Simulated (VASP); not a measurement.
Here is a VASP 6.6.1 calculation.

Contents of INCAR:

```
ALGO = Normal
EDIFF = 1E-6
ENCUT = 500
GGA = PE
GGA_COMPAT = False
ISIF = 2
ISMEAR = 0
LASPH = True
LCHARG = False
LREAL = False
LWAVE = False
NBANDS = 21
NELM = 120
PREC = Accurate
SIGMA = 0.15
```

KPOINTS

```
k-points
0
Gamma
  3 3 2
```

File POSCAR:

```
Al3Si2I
1.0
    4.5309758880      0.0000000032      0.0000000000
   -2.2654879467      3.9239402214      0.0000000000
    0.0000000000      0.0000000000      8.3213987014
Al Si I
3 2 1
Direct
    0.6666666667      0.3333333333      0.5000000000
    0.0000000000      0.0000000000      0.0000000000
    0.0000000000      0.0000000000      0.5000000000
    0.3333333333      0.6666666667      0.3515565378
    0.3333333333      0.6666666667      0.6484434622
    0.6666666667      0.3333333333      0.0000000000
```

Potentials or basis: VASP PAW PBE potentials, release 64 (Al, Si, I).

Command:

```console
$ cat potpaw_PBE.64/Al/POTCAR potpaw_PBE.64/Si/POTCAR potpaw_PBE.64/I/POTCAR > POTCAR
$ mpirun -np 1 vasp_std > vasp.out
```

Problem. Predict the band gap on the k mesh.

Solution. Zero (bands 12 and 13 overlap by 2.07 eV).

Problem. Estimate the pressure.

Solution. 0.5 GPa.

Problem. Estimate the largest force.

Solution. 0.079 eV/Å.

Forces in eV/Å, atoms in the order of the input:
```
Al   0.000  0.000  0.000
Al   0.000  0.000  0.000
Al   0.000  0.000  0.000
Si   0.000  0.000  0.079
Si   0.000  0.000 -0.079
I    0.000  0.000  0.000
```

Caveat: the k points lie up to 0.53 Å⁻¹ apart, too coarse for converged energies and pressures of a metal; spin-orbit coupling is left out, which moves the levels of the heavy elements.
